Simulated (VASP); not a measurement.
# WCl2F4 (P4_2/mnm) in VASP: notebook

The runs below take WCl2F4 through relaxation of cell and atoms, single point, with PBE.

All numbers are computed with VASP 6.6.1; they aren't measurements. Logs are shortened: lines on timing, memory, paths and dates and some standing lists are left out, and cuts for length are marked.

## (1) The cell of the first run

It takes space group P4_2/mnm (No. 136, tetragonal). The conventional cell has a = 6.000 Å, b = 6.000 Å, c = 6.420 Å, α = 90.00°, β = 90.00°, γ = 90.00°. W (site symmetry mmm) has 4 F at 1.85 Å and 2 Cl at 2.27 Å within 2.5 Å. Cl (site symmetry m2m) has 1 W at 2.27 Å and 10 F at 2.40 to 3.21 Å within 3.3 Å. F (site symmetry 2mm) has 1 W at 1.85 Å and 2 Cl at 2.40 Å within 2.5 Å. Within 2.5 Å of F (site symmetry m2m) lie 1 W at 1.85 Å.

## (2) Relaxation of cell and atoms, PBE

INCAR

```
SYSTEM = WCl2F4
ALGO     = Normal         ! electronic algorithm
EDIFF    = 1E-6           ! SCF threshold, eV
EDIFFG   = -0.08          ! ionic threshold
ENCUT    = 600            ! plane-wave cutoff, eV
GGA      = PE             ! functional
IBRION   = 2              ! ionic algorithm
ISIF     = 3              ! what is computed and relaxed
ISMEAR   = 0              ! smearing method
LASPH    = .TRUE.         ! aspherical terms in the spheres
LCHARG   = .FALSE.        ! write CHGCAR
LREAL    = .FALSE.        ! projectors in reciprocal space
LWAVE    = .FALSE.        ! write WAVECAR
NELM     = 60             ! most SCF steps
NSW      = 36             ! ionic steps
PREC     = Accurate       ! precision mode
SIGMA    = 0.15           ! smearing width, eV
```

KPOINTS

```
k-points
0
G
  2 2 2
  0 0 0
```

POSCAR

```
WCl2F4
1.0
    6.0000000000      0.0000000000      0.0000000000
    0.0000000000      6.0000000000      0.0000000000
    0.0000000000      0.0000000000      6.4200000000
W Cl F
2 4 8
Direct
    0.5000000000      0.5000000000      0.5000000000
    0.0000000000      0.0000000000      0.0000000000
    0.2325000000      0.7675000000      0.5000000000
    0.7675000000      0.2325000000      0.5000000000
    0.2675000000      0.2675000000      0.0000000000
    0.7325000000      0.7325000000      0.0000000000
    0.5000000000      0.5000000000      0.7880000000
    0.5000000000      0.5000000000      0.2120000000
    0.7180000000      0.7180000000      0.5000000000
    0.2820000000      0.2820000000      0.5000000000
    0.0000000000      0.0000000000      0.7120000000
    0.0000000000      0.0000000000      0.2880000000
    0.2180000000      0.7820000000      0.0000000000
    0.7820000000      0.2180000000      0.0000000000
```

Potentials or basis: VASP PAW PBE potentials, release 64 (W_sv, Cl, F).

Launch:

```
> cat potpaw_PBE.64/W_sv/POTCAR potpaw_PBE.64/Cl/POTCAR potpaw_PBE.64/F/POTCAR > POTCAR
> mpirun -np 1 vasp_std > vasp.out
```

OUTCAR:

```text
SYSTEM = WCl2F4
   EDIFF = 1E-6
   EDIFFG = -0.08
   ENCUT = 600
   GGA = PE
   IBRION = 2
   ISIF = 3
   ISMEAR = 0
   LASPH = .TRUE.
   LREAL = .FALSE.
   NELM = 60
   NSW = 36
   PREC = Accurate

 ion  position               nearest neighbor table
   1  0.500  0.500  0.500-   7 1.85   8 1.85   9 1.85  10 1.85   3 2.27   4 2.27
   2  0.000  0.000  0.000-  11 1.85  12 1.85  13 1.85  14 1.85   5 2.27   6 2.27
   3  0.233  0.767  0.500-   1 2.27
   4  0.767  0.233  0.500-   1 2.27
   5  0.267  0.267  0.000-   2 2.27
   6  0.733  0.733  0.000-   2 2.27
   7  0.500  0.500  0.788-   1 1.85
   8  0.500  0.500  0.212-   1 1.85
   9  0.718  0.718  0.500-   1 1.85
  10  0.282  0.282  0.500-   1 1.85
  11  0.000  0.000  0.712-   2 1.85
  12  0.000  0.000  0.288-   2 1.85
  13  0.218  0.782  0.000-   2 1.85
  14  0.782  0.218  0.000-   2 1.85

  LATTYP: Found a simple tetragonal cell.
 ALAT       =     6.0000000000
 C/A-ratio  =     1.0700000000

  Lattice vectors:

 A1 = (   6.0000000000,   0.0000000000,   0.0000000000)
 A2 = (   0.0000000000,   6.0000000000,   0.0000000000)
 A3 = (   0.0000000000,   0.0000000000,   6.4200000000)

Analysis of symmetry for initial positions (statically):
=====================================================================
 Subroutine PRICEL returns:
 Original cell was already a primitive cell.

 Routine SETGRP: Setting up the symmetry group for a
 simple tetragonal supercell.

 Subroutine GETGRP returns: Found 16 space group operations
 (whereof  8 operations were pure point group operations)
 out of a pool of 16 trial point group operations.

The static configuration has the point symmetry D_2h.
 The point group associated with its full space group is D_4h.

Analysis of symmetry for dynamics (positions and initial velocities):
=====================================================================
 Subroutine PRICEL returns:
 Original cell was already a primitive cell.

 Routine SETGRP: Setting up the symmetry group for a
 simple tetragonal supercell.

 Subroutine GETGRP returns: Found 16 space group operations
 (whereof  8 operations were pure point group operations)
 out of a pool of 16 trial point group operations.

The dynamic configuration has the point symmetry D_2h.
 The point group associated with its full space group is D_4h.

 Subroutine INISYM returns: Found 16 space group operations
 (whereof  8 operations are pure point group operations),
 and found     1 'primitive' translations

----------------------------------------------------------------------------------------

                                     Primitive cell

  volume of cell :     231.1200

  direct lattice vectors                    reciprocal lattice vectors
     6.000000000  0.000000000  0.000000000     0.166666667  0.000000000  0.000000000
     0.000000000  6.000000000  0.000000000     0.000000000  0.166666667  0.000000000
     0.000000000  0.000000000  6.420000000     0.000000000  0.000000000  0.155763240

  length of vectors
     6.000000000  6.000000000  6.420000000     0.166666667  0.166666667  0.155763240

  position of ions in fractional coordinates (direct lattice)
     0.500000000  0.500000000  0.500000000
     0.000000000  0.000000000  0.000000000
     0.232500000  0.767500000  0.500000000
     0.767500000  0.232500000  0.500000000
     0.267500000  0.267500000  0.000000000
     0.732500000  0.732500000  0.000000000
     0.500000000  0.500000000  0.788000000
     0.500000000  0.500000000  0.212000000
     0.718000000  0.718000000  0.500000000
     0.282000000  0.282000000  0.500000000
     0.000000000  0.000000000  0.712000000
     0.000000000  0.000000000  0.288000000
     0.218000000  0.782000000  0.000000000
     0.782000000  0.218000000  0.000000000

  ion indices of the primitive-cell ions
   primitive index   ion index
                 1           1
                 2           2
                 3           3
                 4           4
                 5           5
                 6           6
                 7           7
                 8           8
                 9           9
                10          10
                11          11
                12          12
                13          13
                14          14

----------------------------------------------------------------------------------------

 KPOINTS: k-points

Automatic generation of k-mesh.
 Grid dimensions read from file:
 generate k-points for:    2    2    2

 Generating k-lattice:

  Cartesian coordinates                     Fractional coordinates (reciprocal lattice)
     0.083333333  0.000000000  0.000000000     0.500000000  0.000000000  0.000000000
     0.000000000  0.083333333  0.000000000     0.000000000  0.500000000  0.000000000
     0.000000000  0.000000000  0.077881620     0.000000000  0.000000000  0.500000000

  Length of vectors
     0.083333333  0.083333333  0.077881620

  Shift w.r.t. Gamma in fractional coordinates (k-lattice)
     0.000000000  0.000000000  0.000000000

 Subroutine IBZKPT returns following result:
 ===========================================

 Found      6 irreducible k-points:

 Following reciprocal coordinates:
            Coordinates               Weight
  0.000000  0.000000  0.000000      1.000000
  0.500000  0.000000  0.000000      2.000000
  0.500000  0.500000  0.000000      1.000000
  0.000000  0.000000  0.500000      1.000000
  0.500000  0.000000  0.500000      2.000000
  0.500000  0.500000  0.500000      1.000000
   k-points           NKPTS =      6   k-points in BZ     NKDIM =      6   number of bands    NBANDS=     67
   number of dos      NEDOS =    301   number of ions     NIONS =     14
   total plane-waves  NPLWV = 124416
   dimension x,y,z NGX =    48 NGY =   48 NGZ =   54
   dimension x,y,z NGXF=    96 NGYF=   96 NGZF=  108
   ions per type =               2   4   8
   NGX,Y,Z   is equivalent  to a cutoff of  13.30, 13.30, 13.98 a.u.
   NGXF,Y,Z  is equivalent  to a cutoff of  26.60, 26.60, 27.97 a.u.
 SYSTEM =  WCl2F4
   PREC   = accura    normal or accurate (medium, high low for compatibility)
   ISTART =      0    job   : 0-new  1-cont  2-samecut
   ICHARG =      2    charge: 1-file 2-atom 10-const
   ISPIN  =      1    spin polarized calculation?
   LNONCOLLINEAR =      F non collinear calculations
   LSORBIT =      F    spin-orbit coupling
   LASPH  =      T    aspherical Exc in radial PAW
   ENCUT  =  600.0 eV  44.10 Ry    6.64 a.u.  11.98 11.98 12.82*2*pi/ulx,y,z
   NELM   =     60;   NELMIN=  2; NELMDL= -5     # of ELM steps
   EDIFF  = 0.1E-05   stopping-criterion for ELM
   LREAL  =      F    real-space projection
   EDIFFG = -.8E-01   stopping-criterion for IOM
   NSW    =     36    number of steps for IOM
   IBRION =      2    ionic relax: 0-MD 1-quasi-New 2-CG
   NFREE  =      1    steps in history (QN), initial steepest desc. (CG)
   ISIF   =      3    stress and relaxation
   ISYM   =      2    0-nonsym 1-usesym 2-fastsym
   POTIM  = 0.5000    time-step for ionic-motion
   TEBEG  =    0.0;   TEEND  =   0.0 temperature during run
   PSTRESS=    0.0 pullay stress
   NELECT =     112.0000    total number of electrons
   NUPDOWN=      -1.0000    fix difference up-down
   EMIN   =  10.00;   EMAX   =-10.00  energy-range for DOS
   EFERMI =   0.00;   METHOD = LEGACY
   ISMEAR =     0;   SIGMA  =   0.15  broadening in eV -4-tet -1-fermi 0-gaus
   EFERMI_NEDOS =   21; number of points for ismear=-14 and -15
   IALGO  =     38    algorithm
   IMIX   =      4    mixing-type and parameters
     AMIX     =   0.40;   BMIX     =  1.00
     AMIX_MAG =   1.60;   BMIX_MAG =  1.00
  volume/ion in A,a.u.               =      16.51       111.41
  Fermi-wavevector in a.u.,A,eV,Ry     =   1.285884  2.429968 22.497188  1.653497
  Thomas-Fermi vector in A             =   2.417991
   LORBIT       =      0    0 simple, 1 ext, 2 COOP (PROOUT), +10 PAW based schemes
   GGA     = PE    functional components
   LHFCALC =     F    Hartree Fock is set to
   AEXX    =    0.0000 exact exchange contribution
   IVDW    =     0    specifies the selected vdW correction
   LEPSILON=     F    determine dielectric tensor
   LRPA    =     F    only Hartree local field effects (RPA)
 conjugate gradient relaxation of ions
 non-spin polarized calculation
 Gauss-broadening in eV      SIGMA  =   0.15
  energy-cutoff  :      600.00
  volume of cell :      231.12
 maximum number of plane-waves:      7752
 NGX is ok and might be reduce to    48
   NGX = 23   NGY = 23   NGZ = 25

--------------------------------------- Ionic step        1  -------------------------------------------

 number of electron     112.0000030 magnetization

 Free energy of the ion-electron system (eV)
  ---------------------------------------------------
  ext. energy  EPLUGINS =         0.00000000
  ---------------------------------------------------
  free energy    TOTEN  =       -73.24711113 eV

  energy without entropy =      -73.24711113  energy(sigma->0) =      -73.24711113

 E-fermi :   0.7756     XC(G=0):  -9.0773

 val. band max:        0.0188942892   @ k =   0.5000   0.0000   0.5000
 cond. band min:       2.5729978863   @ k =   0.0000   0.0000   0.0000
 fundamental gap:      2.5541035970
 Fermi energy:         0.7756410071

 k-point     1 :       0.0000    0.0000    0.0000
  band No.  band energies     occupation
      1     -75.0282      2.00000
      2     -75.0282      2.00000
      3     -39.3999      2.00000
      4     -39.3999      2.00000
      5     -39.3906      2.00000
      6     -39.3903      2.00000
[... 546 lines left out ...]
  FREE ENERGIE OF THE ION-ELECTRON SYSTEM (eV)
  ---------------------------------------------------
  free  energy   TOTEN  =       -74.6006772555 eV

  energy  without entropy=      -74.6006772555  energy(sigma->0) =      -74.60067726

[... ionic steps 4 to 8 ...]

--------------------------------------- Ionic step        9  -------------------------------------------

 number of electron     112.0000119 magnetization

------------------------ aborting loop because EDIFF is reached ----------------------------------------

  FORCE on cell =-STRESS in cart. coord.  units (eV):
  Direction    XX          YY          ZZ          XY          YZ          ZX
  --------------------------------------------------------------------------------------
  -------------------------------------------------------------------------------------
  Total       -0.1464773     -0.1464773     -0.0716896      0.0000000      0.0000000      0.0000000
  in kB       -0.6989307     -0.6989307     -0.3420740      0.0000000      0.0000000      0.0000000
  external PRESSURE =      -0.5799785 kB  Pullay stress =       0.0000000 kB
[... 81 lines left out ...]
  energy  without entropy=      -76.4179930391  energy(sigma->0) =      -76.41799304

--------------------------------------- Ionic step       11  -------------------------------------------

 number of electron     112.0000131 magnetization

 Free energy of the ion-electron system (eV)
  ---------------------------------------------------
  ext. energy  EPLUGINS =         0.00000000
  ---------------------------------------------------
  free energy    TOTEN  =       -76.41893424 eV

  energy without entropy =      -76.41893424  energy(sigma->0) =      -76.41893424

 E-fermi :  -2.4315     XC(G=0):  -7.2784

 val. band max:       -3.1680578299   @ k =   0.0000   0.0000   0.5000
 cond. band min:      -0.1157306562   @ k =   0.0000   0.0000   0.0000
 fundamental gap:      3.0523271737
 Fermi energy:        -2.4315138835

 k-point     1 :       0.0000    0.0000    0.0000
  band No.  band energies     occupation
      1     -77.9573      2.00000
      2     -77.9573      2.00000
      3     -42.2163      2.00000
      4     -42.2162      2.00000
      5     -42.2098      2.00000
      6     -42.2098      2.00000
[... 450 lines left out ...]
  FREE ENERGIE OF THE ION-ELECTRON SYSTEM (eV)
  ---------------------------------------------------
  free  energy   TOTEN  =       -76.4189342362 eV

  energy  without entropy=      -76.4189342362  energy(sigma->0) =      -76.41893424

 reached required accuracy - stopping structural energy minimisation
```

Wall time 25 min (1 thread of Intel Xeon 8259CL, shared host); peak memory 0.42 GiB.

What came out:

```yaml
Free_energy: -76.4189 eV
Relaxed_volume: 23.91 Å³/atom
Relaxed_cell: a = 6.744 Å, b = 6.744 Å, c = 7.361 Å, α = 90.00°, β = 90.00°, γ = 90.00°
Space_group_after_relaxing_to_0.1_Å: P4_2/mnm (No. 136)
Energy_gained_by_relaxing: 226.6 meV/atom
Ionic_steps: 11
Pressure_after_relaxing: 0.1 GPa
Largest_force_after_relaxing: 0.019 eV/Å
Band_gap_on_the_k_mesh: 3.05 eV (least direct gap 3.06 eV)
```

Forces in eV/Å, atoms in the order of the input:
```
W    0.000  0.000  0.000
W    0.000  0.000  0.000
Cl  -0.004  0.004  0.000
Cl   0.004 -0.004  0.000
Cl   0.004  0.004  0.000
Cl  -0.004 -0.004  0.000
F    0.000  0.000  0.019
F    0.000  0.000 -0.019
F    0.003  0.003  0.000
F   -0.003 -0.003  0.000
F    0.000  0.000 -0.019
F    0.000  0.000  0.019
F    0.003 -0.003  0.000
F   -0.003  0.003  0.000
```

The path:
```tsv
step	energy change (eV)	largest force (eV/Å)	pressure (GPa)	volume (Å³)
1	0.0000	1.9893	12.47	231.12
2	-1.1282	2.7107	-5.80	276.79
3	-1.3536	2.0821	-1.66	261.66
4	-2.4641	0.8432	3.63	278.07
5	-2.4756	1.1496	4.40	280.01
6	-3.0588	0.6580	0.04	314.27
7	-3.1195	0.6311	-1.53	331.41
8	-3.0502	1.1966	2.23	342.25
9	-3.1709	0.0943	-0.06	335.77
10	-3.1709	0.0984	-0.09	335.69
11	-3.1718	0.0191	0.10	334.80
```

Final structure:
```
W Cl F
1.0
     6.74434    0.00000    0.00000
     0.00000    6.74434    0.00000
     0.00000    0.00000    7.36050
W Cl F
2 4 8
Cartesian
  3.3722 3.3722 3.6803
  0.0000 0.0000 0.0000
  1.7632 4.9812 3.6803
  4.9812 1.7632 3.6803
  1.6090 1.6090 0.0000
  5.1353 5.1353 0.0000
  3.3722 3.3722 5.5524
  3.3722 3.3722 1.8081
  4.6986 4.6986 3.6803
  2.0458 2.0458 3.6803
  0.0000 0.0000 5.4884
  0.0000 0.0000 1.8721
  1.3264 5.4179 0.0000
  5.4179 1.3264 0.0000
```

Levels at points of the mesh, in eV from the valence-band top:
| k point | band 53 | band 54 | band 55 | band 56 | band 57 | band 58 | band 59 | band 60 |
| --- | --- | --- | --- | --- | --- | --- | --- | --- |
| (0.00, 0.00, 0.00) | -0.05 | -0.04 | -0.04 | -0.02 | 3.05 | 3.08 | 3.16 | 3.16 |
| (0.50, 0.00, 0.00) | -0.07 | -0.07 | -0.03 | -0.03 | 3.16 | 3.16 | 3.20 | 3.20 |
| (0.50, 0.50, 0.00) | -0.11 | -0.11 | -0.05 | -0.05 | 3.15 | 3.15 | 3.28 | 3.28 |
| (0.00, 0.00, 0.50) | -0.04 | -0.04 | 0.00 | 0.00 | 3.06 | 3.06 | 3.20 | 3.20 |
| (0.50, 0.00, 0.50) | -0.09 | -0.09 | -0.05 | -0.05 | 3.11 | 3.11 | 3.23 | 3.23 |
| (0.50, 0.50, 0.50) | -0.11 | -0.11 | -0.03 | -0.03 | 3.20 | 3.20 | 3.28 | 3.28 |

Caveat: the k points lie up to 0.47 Å⁻¹ apart in the final cell; the volume moved by over 15 % at a fixed basis, so the end points are rough; spin-orbit coupling is left out, which moves the levels of the heavy elements. A k mesh can miss the band edges.

(Continued in part 2 of 2.)
